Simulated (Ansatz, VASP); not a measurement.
**One calculation of CdS, two programs**

```
CELL_PARAMETERS angstrom
4.16884 0.00000 0.00000
-2.08442 3.61032 0.00000
0.00000 0.00000 6.77962
ATOMIC_POSITIONS crystal
Cd 0.66667 0.33333 0.50022
Cd 0.33333 0.66667 0.00022
S 0.66667 0.33333 0.87678
S 0.33333 0.66667 0.37678
```

Alike in both runs: task single point; functional LDA; k mesh 6 × 6 × 4; occupations gaussian, width 0.1 eV; no spin polarisation.

|  | VASP | Ansatz |
| --- | --- | --- |
| version | VASP 6.6.1 | Ansatz 0.2.0 |
| potentials or method | VASP PAW LDA potentials, release 64 (Cd, S), cutoff 500 eV | scalar-relativistic, plane waves, PAW |
| valence electrons in the cell | 36 | 52 |

VASP gave:

- gap on the k mesh at the Fermi level (eV): 0.90
- least direct gap on the mesh (eV): 0.90
- pressure (GPa): -3.5

**Question.** Estimate Ansatz's values.

**Answer.** gap on the k mesh at the Fermi level (eV): 0.88; least direct gap on the mesh (eV): 0.88; pressure (GPa): -3.9.

LDA's correlation is that of Perdew and Zunger in VASP and of Perdew and Wang (1992) in Ansatz. VASP's potentials hold 36 valence electrons a cell and Ansatz's 52, so a difference there can come from the potentials and not from the codes.
